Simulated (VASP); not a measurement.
Wanted: the native input for a VASP 6.6.1 run.

```
Task                   : single point
Functional             : LDA
Potentials or basis    : VASP PAW LDA potentials, release 64 (Ni)
Cutoff                 : 520 eV
k mesh                 : 10 × 10 × 10
Occupations            : gaussian, width 0.1 eV
Spin                   : collinear spin, ferromagnetic start
Starting moments       : [0.8] μB
Dipole correction      : no
Further INCAR settings : ALGO = Fast; EDIFF = 1e-07; NBANDS = 15
```

The structure of Ni lies in POSCAR:

```
Ni
1.0
    0.0000000000      1.7136193417      1.7136193417
    1.7136193417      0.0000000000      1.7136193417
    1.7136193417      1.7136193417      0.0000000000
Ni
1
Direct
    0.0000000000      0.0000000000      0.0000000000
```

The input as run:

INCAR

```
SYSTEM = Ni
  PREC = Accurate
  ENCUT = 520
  EDIFF = 1E-7
  ISMEAR = 0
  SIGMA = 0.1
  LREAL = .FALSE.
  LASPH = .TRUE.
  NELM = 150
  ALGO = Fast
  ISIF = 2
  LWAVE = .FALSE.
  LCHARG = .FALSE.
  ISPIN = 2
  MAGMOM = 0.8
  LORBIT = 11
  LMAXMIX = 4
  GGA = CA
  NBANDS = 15
```

KPOINTS

```
Automatic mesh
0
G
  10 10 10
  0 0 0
```

Potentials or basis: VASP PAW LDA potentials, release 64 (Ni).

Launch:

```bash
$ cat potpaw_LDA.64/Ni/POTCAR > POTCAR
$ mpirun -np 1 vasp_std > vasp.out
```

Results of the run:

| Property | Result |
| --- | --- |
| Pressure | -0.4 GPa |
| Net moment | 0.65 μB per cell |
| Site moments | Ni +0.65 μB |
| Valence electrons inside the program's atomic spheres | Ni 9.47 |

Run time: 28 s on 1 thread of Intel Xeon 8259CL, on a shared host, peak memory 0.12 GiB.
